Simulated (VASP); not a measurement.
A run of VASP 6.6.1 is set up as follows.

INCAR

```
ALGO = Normal
EDIFF = 1E-7
ENCUT = 520
GGA = PE
ISIF = 2
ISMEAR = 0
LASPH = T
LCHARG = F
LREAL = F
LWAVE = F
NBANDS = 18
NELM = 100
PREC = Accurate
SIGMA = 0.01
```

The input KPOINTS:

```
k-points
0
Gamma
  4 4 4
```

The input POSCAR:

```
Li2BrF
1.0
    1.7059583561      0.9849355161      5.3757564622
   -1.7059583561      0.9849355161      5.3757564622
    0.0000000000     -1.9698710322      5.3757564622
F Br Li
1 1 2
Direct
    1.0000000000      0.0000000000      0.0000000000
    0.5000000000      0.5000000000      0.5000000000
    0.2670198431      0.2670198431      0.2670198431
    0.7329801569      0.7329801569      0.7329801569
```

Potentials or basis: VASP PAW PBE potentials, release 64 (F, Br, Li_sv).

The run is started by

```sh
$ cat potpaw_PBE.64/F/POTCAR potpaw_PBE.64/Br/POTCAR potpaw_PBE.64/Li_sv/POTCAR > POTCAR
$ mpirun -np 1 vasp_std > vasp.out
```

(1) What does it give for the band gap on the k mesh?

(2) Estimate the largest force.

Results:

(1) 3.47 eV.

(2) 0.052 eV/Å.

Caveat: the k points lie up to 0.54 Å⁻¹ apart.
